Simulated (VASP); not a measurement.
Mg: single point with PBEsol+D4

Mg, a slab with vacuum:

```
Mg
1.0
     3.24991    0.00000    0.00000
    -1.62496    2.81451    0.00000
     0.00000    0.00000   27.96509
Mg
4
Direct
  0.33333 0.66667 0.25031
  0.66667 0.33333 0.34152
  0.33333 0.66667 0.43212
  0.66667 0.33333 0.52288
```

- Program: VASP 6.6.1
- Task: single point
- Functional: PBEsol
- Dispersion: D4
- Potentials or basis: VASP PAW PBE potentials, release 64 (Mg)
- Cutoff: 520 eV
- k mesh: 18 × 18 × 1
- Occupations: methfessel-paxton, width 0.1 eV
- Spin: no spin polarisation
- Dipole correction: yes
- Further INCAR settings: ALGO = Normal; EDIFF = 1e-06; NBANDS = 12; NELMDL = -8

```
Largest force              : 0.070 eV/Å
Band gap on the k mesh     : zero (bands 4 and 5 overlap by 1.39 eV)
Dispersion energy per atom : -0.069 eV
```

Forces in eV/Å, atoms in the order of the input:
```
Mg   0.000  0.000 -0.023
Mg   0.000  0.000  0.007
Mg   0.000  0.000 -0.054
Mg   0.000  0.000  0.070
```

Levels at points of the mesh, in eV from the Fermi level:
```
           k point  band 2  band 3  band 4  band 5  band 6  band 7
(0.00, 0.00, 0.00)   -5.73   -4.38   -2.56   -0.84    1.42    2.97
(0.50, 0.00, 0.00)   -1.91   -1.17   -1.14    0.23    0.33    1.96
```

Wall time 4.2 min on 1 thread of Intel Xeon 8259CL, on a shared host, peak memory 0.36 GiB.

Caveat: the PAW data sets were made with another functional, which shifts forces and pressure a little.
